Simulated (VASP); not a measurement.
A run of VASP 6.6.1 is set up as follows.

The input POSCAR:

```
SnSe
1.0
   11.7392579279      0.0000000000      0.0000000000
    0.0000000000      4.1294738267      0.0000000000
    0.0000000000      0.0000000000      4.8287255755
Sn Se
4 4
Direct
    0.6213542071      0.7500000000      0.3687581430
    0.8786457929      0.2500000000      0.8687581430
    0.3786457929      0.2500000000      0.6312418570
    0.1213542071      0.7500000000      0.1312418570
    0.1489922928      0.2500000000      0.5071321475
    0.6489922928      0.2500000000      0.9928678525
    0.3510077072      0.7500000000      0.0071321475
    0.8510077072      0.7500000000      0.4928678525
```

File INCAR.step1:

```
SYSTEM = SnSe
PREC     = Accurate       ! precision mode
ENCUT    = 550            ! plane-wave cutoff, eV
ISMEAR   = 0              ! smearing method
SIGMA    = 0.01           ! smearing width, eV
LREAL    = .False.        ! projectors in reciprocal space
LASPH    = .True.         ! aspherical terms in the spheres
NELM     = 120            ! most SCF steps
NBANDS   = 50             ! bands
GGA      = PE             ! functional
ALGO     = Normal         ! electronic algorithm
EDIFF    = 1E-5           ! SCF threshold, eV
LWAVE    = .True.         ! write WAVECAR
LCHARG   = .False.        ! write CHGCAR
GGA_COMPAT= .False.
```

File INCAR.step2:

```
SYSTEM = SnSe
PREC     = Accurate       ! precision mode
ENCUT    = 550            ! plane-wave cutoff, eV
EDIFF    = 1E-6           ! SCF threshold, eV
ISMEAR   = 0              ! smearing method
SIGMA    = 0.01           ! smearing width, eV
LREAL    = .False.        ! projectors in reciprocal space
LASPH    = .True.         ! aspherical terms in the spheres
NELM     = 120            ! most SCF steps
ALGO     = Normal         ! electronic algorithm
ISIF     = 2              ! what is computed and relaxed
LWAVE    = .False.        ! write WAVECAR
LCHARG   = .False.        ! write CHGCAR
METAGGA  = R2SCAN         ! meta-GGA
LMIXTAU  = .True.       
NBANDS   = 50             ! bands
ISTART   = 1            
GGA_COMPAT= .False.
```

File KPOINTS:

```
regular mesh
0
Gamma
  2 6 6
  0 0 0
```

Potentials or basis: VASP PAW PBE potentials, release 64 (Sn_d, Se).

The run is started by

```sh
$ cat potpaw_PBE.64/Sn_d/POTCAR potpaw_PBE.64/Se/POTCAR > POTCAR
$ cp INCAR.step1 INCAR
$ mpirun -np 1 vasp_std > vasp.out
$ cp INCAR.step2 INCAR
$ mpirun -np 1 vasp_std > vasp.out
```

(1) What does it give for the pressure?

(2) What does it give for the band gap on the k mesh?

(3) Estimate the largest force.

## Answers

(1) -0.6 GPa.

(2) 1.15 eV (least direct gap 1.51 eV).

(3) 0.026 eV/Å.

Caveat: the cell differs from its parent crystal (uniaxial z strain +3.0%); the PAW data sets were made with another functional, which shifts forces and pressure a little; spin-orbit coupling is left out, which moves the levels of the heavy elements.
